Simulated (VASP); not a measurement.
Write the native input for VASP 6.6.1 that does the following.

```
Task                   : single point
Functional             : PBE
Dispersion             : D3(BJ)
Potentials or basis    : VASP PAW PBE potentials, release 64 (Zr_sv)
Cutoff                 : 500 eV
k mesh                 : 10 × 10 × 10
Occupations            : fermi-dirac, width 0.05 eV
Spin                   : no spin polarisation
Dipole correction      : no
Further INCAR settings : ALGO = Normal; EDIFF = 1e-06; NBANDS = 12
```

The structure of Zr lies in POSCAR:

```
Zr
1.0
   -1.7568994133      1.7568994133      1.7568994133
    1.7568994133     -1.7568994133      1.7568994133
    1.7568994133      1.7568994133     -1.7568994133
Zr
1
Direct
    0.0000000000      0.0000000000      0.0000000000
```

The input as run:

INCAR

```
PREC     = Accurate       # precision mode
ENCUT    = 500            # plane-wave cutoff, eV
EDIFF    = 1E-6           # SCF threshold, eV
ISMEAR   = -1             # smearing method
SIGMA    = 0.05           # smearing width, eV
LREAL    = F              # projectors in reciprocal space
LASPH    = T              # aspherical terms in the spheres
NELM     = 120            # most SCF steps
ALGO     = Normal         # electronic algorithm
ISIF     = 2              # what is computed and relaxed
LWAVE    = F              # write WAVECAR
LCHARG   = T              # write CHGCAR
GGA      = PE             # functional
IVDW     = 12             # dispersion correction
LELF     = T              # ELF
LVHAR    = T            
NBANDS   = 12             # bands
GGA_COMPAT= F
```

KPOINTS

```
regular mesh
0
Gamma
  10 10 10
```

Potentials or basis: VASP PAW PBE potentials, release 64 (Zr_sv).

The run is started by

```console
$ cat potpaw_PBE.64/Zr_sv/POTCAR > POTCAR
$ mpirun -np 1 vasp_std > vasp.out
```

It gave:

The pressure is 0.1 GPa and the band gap on the k mesh is zero (band 6 reaches 10.68 eV, above the bottom of band 7 at 8.94 eV). The dispersion energy per atom is -0.568 eV.

Caveat: pairwise dispersion overbinds metals, which lowers pressure and volume.

Wall time 12 s on 1 thread of Intel Xeon 8259CL (shared host), peak memory 0.15 GiB.
